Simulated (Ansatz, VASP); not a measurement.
One calculation of BAs, two programs

```
CELL_PARAMETERS angstrom
0.00000 2.38850 2.38850
2.38850 0.00000 2.38850
2.38850 2.38850 0.00000
ATOMIC_POSITIONS crystal
B 0.00000 0.00000 0.00000
As 0.75000 0.75000 0.75000
```

Alike in both runs: task single point; functional PBE; k mesh 10 × 10 × 10; occupations gaussian, width 0.05 eV; no spin polarisation.

```csv
,VASP,Ansatz
version,VASP 6.6.1,Ansatz 0.2.0
potentials or method,"VASP PAW PBE potentials, release 64 (B, As), cutoff 520 eV","scalar-relativistic, plane waves, PAW"
valence electrons in the cell,8,18
```

VASP gave:

```
gap on the k mesh at the Fermi level (eV) : 1.18
least direct gap on the mesh (eV)         : 3.28
pressure (GPa)                            : 3.4
```

Q: What did Ansatz give for the same quantities?

A: gap on the k mesh at the Fermi level (eV): 1.18; least direct gap on the mesh (eV): 3.28; pressure (GPa): 2.8.

VASP's potentials hold 8 valence electrons a cell and Ansatz's 18, so a difference there can come from the potentials and not from the codes.
